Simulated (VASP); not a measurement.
Here is a VASP 6.6.1 calculation.

Contents of INCAR:

```
PREC = Accurate
ENCUT = 520
EDIFF = 1E-6
ISMEAR = 0
SIGMA = 0.05
LREAL = False
LASPH = True
NELM = 100
ALGO = Normal
ISIF = 2
LWAVE = False
LCHARG = False
GGA = PE
NBANDS = 46
```

The input KPOINTS:

```
Automatic mesh
0
Gamma
  10 10 4
```

File POSCAR:

```
AgCl
1.0
   -3.7861669437      0.0000000000      0.0000000000
    0.0000000000      0.0000000000      3.8937085080
    0.0000000000     11.6224404486      0.0000000000
Ag Cl
4 4
Direct
    1.0000000000      0.7500000000      0.6060479495
    0.5000000000      0.7500000000      0.1060479495
    1.0000000000      0.2500000000      0.3939520505
    0.5000000000      0.2500000000      0.8939520505
    0.0000000000      0.2500000000      0.1335211316
    0.5000000000      0.2500000000      0.6335211316
    0.0000000000      0.7500000000      0.8664788684
    0.5000000000      0.7500000000      0.3664788684
```

Potentials or basis: VASP PAW PBE potentials, release 64 (Ag, Cl).

Run with:

```sh
$ cat potpaw_PBE.64/Ag/POTCAR potpaw_PBE.64/Cl/POTCAR > POTCAR
$ mpirun -np 1 vasp_std > vasp.out
```

Question: What does it give for the pressure?

Answer: -0.1 GPa.

Question: Estimate the largest force.

Answer: 0.006 eV/Å.

Question: What does it give for the band gap on the k mesh?

Answer: 0.42 eV.

Stress tensor (GPa, compression positive):
```
-0.17  0.00  0.00
 0.00 -0.09  0.00
 0.00  0.00 -0.15
```

A k mesh can miss the band edges. As with any semilocal functional, this PBE gap is likely too small.
